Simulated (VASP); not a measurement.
A run of VASP 6.6.1 is set up as follows.

The input INCAR:

```
ALGO = Normal
EDIFF = 1E-7
ENCUT = 520
GGA = PS
ISIF = 2
ISMEAR = -1
LASPH = True
LCHARG = False
LREAL = False
LWAVE = False
NBANDS = 22
NELM = 100
PREC = Accurate
SIGMA = 0.05
```

The input KPOINTS:

```
k-points
0
Gamma
  8 8 3
```

The input POSCAR:

```
Na3Cl
1.0
    3.5095058729      0.0000000000      0.0000000000
    0.0000000000      3.5095058729      0.0000000000
    0.0000000000      0.0000000000      9.5497946453
Cl Na
1 3
Direct
    0.0000000000      0.0000000000      0.0000000000
    0.5000000000      0.5000000000      0.1743329800
    0.5000000000      0.5000000000      0.8256670200
    0.0000000000      0.0000000000      0.5000000000
```

Potentials or basis: VASP PAW PBE potentials, release 64 (Cl, Na_pv).

The run is started by

```bash
$ cat potpaw_PBE.64/Cl/POTCAR potpaw_PBE.64/Na_pv/POTCAR > POTCAR
$ mpirun -np 1 vasp_std > vasp.out
```

Problem. What does it give for the pressure?

Solution. -0.2 GPa.

Problem. Estimate the band gap on the k mesh.

Solution. Zero (band 14 reaches 3.93 eV, above the bottom of band 15 at 0.39 eV).

Problem. What does it give for the largest force?

Solution. 0.049 eV/Å.

Forces on the atoms (eV/Å):
```
Cl   0.000  0.000  0.000
Na   0.000  0.000  0.049
Na   0.000  0.000 -0.049
Na   0.000  0.000  0.000
```

Caveat: the PAW data sets were made with another functional, which shifts forces and pressure a little.
